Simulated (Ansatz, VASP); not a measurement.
# Pt: VASP beside Ansatz

File INCAR:

```
  ALGO = Normal
  EDIFF = 1E-7
  ENCUT = 520
  ISIF = 2
  ISMEAR = -1
  LASPH = True
  LCHARG = True
  LELF = True
  LREAL = False
  LVHAR = True
  LWAVE = False
  NBANDS = 11
  NELM = 80
  PREC = Accurate
  SIGMA = 0.1
```

The input KPOINTS:

```
k-points
0
Gamma
  16 16 16
```

Contents of POSCAR:

```
Pt
1.0
   -1.5917963675      1.5917963675      1.5917963675
    1.5917963675     -1.5917963675      1.5917963675
    1.5917963675      1.5917963675     -1.5917963675
Pt
1
Direct
    0.0000000000      0.0000000000      0.0000000000
```

Input for Ansatz:

```yaml
crystal:
  lattice:
    - [-1.5917963675, 1.5917963675, 1.5917963675]
    - [1.5917963675, -1.5917963675, 1.5917963675]
    - [1.5917963675, 1.5917963675, -1.5917963675]
  atoms:
    - { symbol: Pt, position: [0.0, 0.0, 0.0] }
hamiltonian:
  xc: lda
  pseudopotentials:
    kind: paw
    azcp:
      Pt: "pseudopotentials/Pt.paw.azcp"
basis:
  ecutwfc: 420
  fft_grid_basis: typed
kpoints:
  mp_grid: { grid: [16, 16, 16], shift: [0, 0, 0] }
magnetization:
  spin_polarized: false
scf:
  occupations: { method: fermi_dirac, width: 0.1 }
  lower_state_search: "off"
output:
  stress: true
```

Alike in both runs: task single point; functional LDA; k mesh 16 × 16 × 16; occupations fermi-dirac, width 0.1 eV; no spin polarisation.

|  | VASP | Ansatz |
| --- | --- | --- |
| version | VASP 6.6.1 | Ansatz 0.2.0 |
| potentials or method | VASP PAW LDA potentials, release 64 (Pt), cutoff 520 eV | plane waves (420 eV) with PAW, scalar-relativistic |
| valence electrons in the cell | 10 | 18 |

Ansatz gave:

| Item | Value |
| --- | --- |
| pressure (GPa) | -18.4 |

**Question.** What did VASP give for the same quantities?

**Answer.** Pressure (GPa): -17.9.

Ansatz warns that its potentials were made for another functional, while VASP's fit it. LDA's correlation is that of Perdew and Zunger in VASP and of Perdew and Wang (1992) in Ansatz. VASP's potentials hold 10 valence electrons a cell and Ansatz's 18, so a difference there can come from the potentials and not from the codes.

Spin-orbit coupling is off throughout.
